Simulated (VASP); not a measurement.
A run of VASP 6.6.1:

Contents of INCAR:

```
SYSTEM = Rh
ALGO = Normal ; EDIFF = 1E-6
ENCUT = 520 ; GGA = CA
ISIF = 2 ; ISMEAR = -1
LASPH = .True. ; LCHARG = .True.
LELF = .True. ; LREAL = .False.
LVHAR = .True. ; LWAVE = .False.
NBANDS = 14 ; NELM = 100
PREC = Accurate ; SIGMA = 0.6
```

File KPOINTS:

```
k-points
0
Gamma
  14 14 14
  0 0 0
```

File POSCAR:

```
Rh
1.0
    0.0000000000      1.8776226225      1.8776226225
    1.8776226225      0.0000000000      1.8776226225
    1.8776226225      1.8776226225      0.0000000000
Rh
1
Direct
    0.0000000000      0.0000000000      0.0000000000
```

Potentials or basis: VASP PAW LDA potentials, release 64 (Rh_pv).

Command:

```console
$ cat potpaw_LDA.64/Rh_pv/POTCAR > POTCAR
$ mpirun -np 1 vasp_std > vasp.out
```

Hardware: 1 thread of Intel(R) Xeon(R) 6975P-C (Granite Rapids), with other jobs on the host.

Estimate the wall time of this run.

Run time: 6 s on 1 thread of Intel(R) Xeon(R) 6975P-C (Granite Rapids), with other jobs on the host, peak memory 0.13 GiB. Counts: scf iterations 11, k points 104.
